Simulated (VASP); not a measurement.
# NaTmI4 (P4/mmm) in VASP: relaxation of cell and atoms with PBE

Aim: the relaxation of cell and atoms of NaTmI4 with PBE.

Program: VASP 6.6.1. These are calculated values, not measurements. Logs are shortened: lines on timing, memory, paths and dates and some standing lists are left out, and cuts for length are marked.

## 1. The cell of the first run

Symmetry: P4/mmm, No. 123, tetragonal system. Conventional cell: a = 5.382 Å, b = 5.382 Å, c = 7.963 Å, α = 90.00°, β = 90.00°, γ = 90.00°. Na (site symmetry 4/mmm) has 8 I at 3.44 Å within 4.5 Å. Tm (site symmetry 4/mmm) has 8 I at 3.26 Å within 4.3 Å. I (site symmetry 2mm) has 2 Tm at 3.26 Å and 2 Na at 3.44 Å and 6 I at 3.67 to 4.29 Å within 4.3 Å.

The cell was generated, and may not be a known phase.

## 2. Relaxation of cell and atoms, PBE

INCAR reads:

```
  ALGO = Normal
  EDIFF = 1E-7
  EDIFFG = -0.01
  ENCUT = 500
  GGA = PE
  GGA_COMPAT = False
  IBRION = 2
  ISIF = 3
  ISMEAR = 0
  LASPH = True
  LCHARG = False
  LMAXMIX = 6
  LREAL = False
  LWAVE = False
  NELM = 200
  NELMIN = 4
  NSW = 100
  PREC = Accurate
  SIGMA = 0.02
```

KPOINTS reads:

```
k-points
0
Gamma
  6 6 4
```

POSCAR reads:

```
NaTmI4
1.0
    5.3824566622      0.0000000000      0.0000000000
    0.0000000000      5.3824566622      0.0000000000
    0.0000000000      0.0000000000      7.9630353599
Na Tm I
1 1 4
Direct
    0.5000000000      0.5000000000      0.5000000000
    0.0000000000      0.0000000000      0.0000000000
    0.5000000000      0.0000000000      0.7693412819
    0.0000000000      0.5000000000      0.2306587181
    0.5000000000      0.0000000000      0.2306587181
    0.0000000000      0.5000000000      0.7693412819
```

Potentials or basis: VASP PAW PBE potentials, release 64 (Na_pv, Tm_3, I), 4f in core.

Command:

```
cat potpaw_PBE.64/Na_pv/POTCAR potpaw_PBE.64/Tm_3/POTCAR potpaw_PBE.64/I/POTCAR > POTCAR
mpirun -np 1 vasp_std > vasp.out
```

OUTCAR:

```text
EDIFF = 1E-7
   EDIFFG = -0.01
   ENCUT = 500
   GGA = PE
   IBRION = 2
   ISIF = 3
   ISMEAR = 0
   LASPH = True
   LREAL = False
   NELM = 200
   NELMIN = 4
   NSW = 100
   PREC = Accurate

 ion  position               nearest neighbor table
   1  0.500  0.500  0.500-
   2  0.000  0.000  0.000-   3 3.26   4 3.26   5 3.26   6 3.26   4 3.26   6 3.26   3 3.26   5 3.26

   3  0.500  0.000  0.769-   2 3.26   2 3.26
   4  0.000  0.500  0.231-   2 3.26   2 3.26
   5  0.500  0.000  0.231-   2 3.26   2 3.26
   6  0.000  0.500  0.769-   2 3.26   2 3.26

  LATTYP: Found a simple tetragonal cell.
 ALAT       =     5.3824566622
 C/A-ratio  =     1.4794425408

  Lattice vectors:

 A1 = (   5.3824566622,   0.0000000000,   0.0000000000)
 A2 = (   0.0000000000,   5.3824566622,   0.0000000000)
 A3 = (   0.0000000000,   0.0000000000,   7.9630353599)

Analysis of symmetry for initial positions (statically):
=====================================================================
 Subroutine PRICEL returns:
 Original cell was already a primitive cell.

 Routine SETGRP: Setting up the symmetry group for a
 simple tetragonal supercell.

 Subroutine GETGRP returns: Found 16 space group operations
 (whereof 16 operations were pure point group operations)
 out of a pool of 16 trial point group operations.

The static configuration has the point symmetry D_4h.

Analysis of symmetry for dynamics (positions and initial velocities):
=====================================================================
 Subroutine PRICEL returns:
 Original cell was already a primitive cell.

 Routine SETGRP: Setting up the symmetry group for a
 simple tetragonal supercell.

 Subroutine GETGRP returns: Found 16 space group operations
 (whereof 16 operations were pure point group operations)
 out of a pool of 16 trial point group operations.

The dynamic configuration has the point symmetry D_4h.

 Subroutine INISYM returns: Found 16 space group operations
 (whereof 16 operations are pure point group operations),
 and found     1 'primitive' translations

----------------------------------------------------------------------------------------

                                     Primitive cell

  volume of cell :     230.6958

  direct lattice vectors                    reciprocal lattice vectors
     5.382456662  0.000000000  0.000000000     0.185788769  0.000000000  0.000000000
[... 103 lines left out ...]
   TEBEG  =    0.0;   TEEND  =   0.0 temperature during run
   PSTRESS=    0.0 pullay stress
   NELECT =      44.0000    total number of electrons
   NUPDOWN=      -1.0000    fix difference up-down
   EMIN   =  10.00;   EMAX   =-10.00  energy-range for DOS
   EFERMI =   0.00;   METHOD = LEGACY
   ISMEAR =     0;   SIGMA  =   0.02  broadening in eV -4-tet -1-fermi 0-gaus
   EFERMI_NEDOS =   21; number of points for ismear=-14 and -15
   IALGO  =     38    algorithm
   IMIX   =      4    mixing-type and parameters
     AMIX     =   0.40;   BMIX     =  1.00
     AMIX_MAG =   1.60;   BMIX_MAG =  1.00
  volume/ion in A,a.u.               =      38.45       259.47
  Fermi-wavevector in a.u.,A,eV,Ry     =   0.942351  1.780784 12.082307  0.888025
  Thomas-Fermi vector in A             =   2.069951
   LORBIT       =      0    0 simple, 1 ext, 2 COOP (PROOUT), +10 PAW based schemes
   GGA     = PE    functional components
   LHFCALC =     F    Hartree Fock is set to
   AEXX    =    0.0000 exact exchange contribution
   IVDW    =     0    specifies the selected vdW correction
   LEPSILON=     F    determine dielectric tensor
   LRPA    =     F    only Hartree local field effects (RPA)
 conjugate gradient relaxation of ions
 non-spin polarized calculation
 Gauss-broadening in eV      SIGMA  =   0.02
  energy-cutoff  :      500.00
  volume of cell :      230.70
 maximum number of plane-waves:      5888
 NGX is ok and might be reduce to    40
   NGX = 19   NGY = 19   NGZ = 29

--------------------------------------- Ionic step        1  -------------------------------------------

 number of electron      43.9999983 magnetization

 Free energy of the ion-electron system (eV)
  ---------------------------------------------------
  ext. energy  EPLUGINS =         0.00000000
  ---------------------------------------------------
  free energy    TOTEN  =       -18.60466520 eV

  energy without entropy =      -18.60466520  energy(sigma->0) =      -18.60466520

------------------------ aborting loop because EDIFF is reached ----------------------------------------

  FORCE on cell =-STRESS in cart. coord.  units (eV):
  Direction    XX          YY          ZZ          XY          YZ          ZX
  --------------------------------------------------------------------------------------
  -------------------------------------------------------------------------------------
  Total        0.0317627      0.0317627     -0.2302998      0.0000000     -0.0000000      0.0000000
  in kB        0.2205913      0.2205913     -1.5994269      0.0000000     -0.0000000      0.0000000
  external PRESSURE =      -0.3860814 kB  Pullay stress =       0.0000000 kB
[... 147 lines left out ...]
--------------------------------------- Ionic step        5  -------------------------------------------

 number of electron      43.9999987 magnetization

 Free energy of the ion-electron system (eV)
  ---------------------------------------------------
  ext. energy  EPLUGINS =         0.00000000
  ---------------------------------------------------
  free energy    TOTEN  =       -18.60585299 eV

  energy without entropy =      -18.60585299  energy(sigma->0) =      -18.60585299

 E-fermi :   2.8901     XC(G=0):  -7.9753

 val. band max:        2.7698431727   @ k =   0.5000   0.5000   0.0000
 cond. band min:       3.8636379408   @ k =   0.0000   0.0000   0.0000
 fundamental gap:      1.0937947681
 Fermi energy:         2.8900563078

 k-point     1 :       0.0000    0.0000    0.0000
  band No.  band energies     occupation
      1     -23.9873      2.00000
      2     -23.9491      2.00000
      3     -23.9491      2.00000
      4     -21.1743      2.00000
      5     -21.1743      2.00000
      6     -21.1633      2.00000
[... 685 lines left out ...]
     25       5.5998      0.00000
     26       6.3434      0.00000

 [... further k-points ...]

------------------------ aborting loop because EDIFF is reached ----------------------------------------

  FORCE on cell =-STRESS in cart. coord.  units (eV):
  Direction    XX          YY          ZZ          XY          YZ          ZX
  --------------------------------------------------------------------------------------
  -------------------------------------------------------------------------------------
  Total       -0.0598011     -0.0598011     -0.0316477      0.0000000     -0.0000000     -0.0000000
  in kB       -0.4168191     -0.4168191     -0.2205876      0.0000000     -0.0000000     -0.0000000
  external PRESSURE =      -0.3514086 kB  Pullay stress =       0.0000000 kB
[... 21 lines left out ...]
  FREE ENERGIE OF THE ION-ELECTRON SYSTEM (eV)
  ---------------------------------------------------
  free  energy   TOTEN  =       -18.6058529880 eV

  energy  without entropy=      -18.6058529880  energy(sigma->0) =      -18.60585299

 reached required accuracy - stopping structural energy minimisation
```

OSZICAR:

```text
N       E                     dE             d eps       ncg     rms          rms(c)
DAV:   1     0.371909562419E+03    0.37191E+03   -0.17471E+04  1616   0.141E+03
DAV:   2     0.337528470042E+02   -0.33816E+03   -0.33278E+03  1912   0.392E+02
[... 43 lines left out ...]
       N       E                     dE             d eps       ncg     rms          rms(c)
DAV:   1    -0.186056101483E+02   -0.26833E-04   -0.13248E-01  1614   0.155E+00    0.147E-01
DAV:   2    -0.186059809537E+02   -0.37081E-03   -0.61768E-03  1884   0.445E-01    0.835E-02
DAV:   3    -0.186058962132E+02    0.84740E-04   -0.24286E-04  2364   0.982E-02    0.525E-02
DAV:   4    -0.186058544863E+02    0.41727E-04   -0.10455E-04  2158   0.484E-02    0.171E-02
DAV:   5    -0.186058529485E+02    0.15378E-05   -0.13980E-05  1946   0.178E-02    0.726E-03
DAV:   6    -0.186058529880E+02   -0.39561E-07   -0.86268E-07  2318   0.606E-03
   5 F= -.18605853E+02 E0= -.18605853E+02  d E =-.588511E-03
```

Wall time 5.4 min (1 thread of AMD EPYC 9R45 (Zen 5), shared host); peak memory 0.39 GiB.

Results:

- Free energy: -18.6059 eV
- Relaxed volume: 38.31 Å³/atom
- Relaxed cell: a = 5.388 Å, b = 5.388 Å, c = 7.917 Å, α = 90.00°, β = 90.00°, γ = 90.00°
- Space group after relaxing (to 0.1 Å): P4/mmm (No. 123)
- Energy gained by relaxing: 0.2 meV/atom
- Ionic steps: 5
- Pressure after relaxing: 0.0 GPa
- Band gap on the k mesh: 1.09 eV (least direct gap 1.46 eV)

The path:
| step | energy change (eV) | largest force (eV/Å) | pressure (GPa) | volume (Å³) |
| --- | --- | --- | --- | --- |
| 1 | 0.0000 | 0.0201 | -0.04 | 230.70 |
| 2 | -0.0004 | 0.0279 | -0.01 | 230.39 |
| 3 | -0.0006 | 0.0369 | 0.02 | 230.02 |
| 4 | -0.0009 | 0.0249 | 0.00 | 229.97 |
| 5 | -0.0012 | 0.0006 | -0.04 | 229.86 |

Final structure:
```
CELL_PARAMETERS angstrom
5.38821 0.00000 0.00000
0.00000 5.38821 0.00000
0.00000 0.00000 7.91741
ATOMIC_POSITIONS crystal
Na 0.50000 0.50000 0.50000
Tm 0.00000 0.00000 0.00000
I 0.50000 0.00000 0.76798
I 0.00000 0.50000 0.23202
I 0.50000 0.00000 0.23202
I 0.00000 0.50000 0.76798
```

Caveat: spin-orbit coupling is left out, which moves the levels of the heavy elements; the 4f electrons are frozen in the core, so they carry no moment and show no levels. A k mesh can miss the band edges.
